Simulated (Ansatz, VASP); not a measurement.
Two plane-wave programs on BeTe

```xyz
2
Lattice="0.0000 2.8428 2.8428 2.8428 0.0000 2.8428 2.8428 2.8428 0.0000" Properties=species:S:1:pos:R:3 pbc="T T T"
Be    0.0000    0.0000    0.0000
Te    1.4214    1.4214    1.4214
```

Change from the starting cell: hydrostatic strain +0.5%.

Alike in both runs: task single point; functional r2SCAN; k mesh 8 × 8 × 8; no spin polarisation.

|  | VASP | Ansatz |
| --- | --- | --- |
| version | VASP 6.6.1 | Ansatz 0.2.0 |
| potentials or method | VASP PAW PBE potentials, release 64 (Be, Te) | plane waves, PAW |
| plane-wave cutoff (eV) | 520 | 500 |
| occupations | gaussian, width 0.01 eV | fixed |
| valence electrons in the cell | 8 | 18 |

|  | VASP | Ansatz | Ansatz less VASP |
| --- | --- | --- | --- |
| gap on the k mesh at the Fermi level (eV) | 2.40 | 2.41 | +0.006 |
| pressure (GPa) | -0.7 | -0.9 | -0.15 |

VASP's potentials were made for PBE, not for r2SCAN. VASP's potentials hold 8 valence electrons a cell and Ansatz's 18, so a difference there can come from the potentials and not from the codes.

Spin-orbit coupling is off throughout.
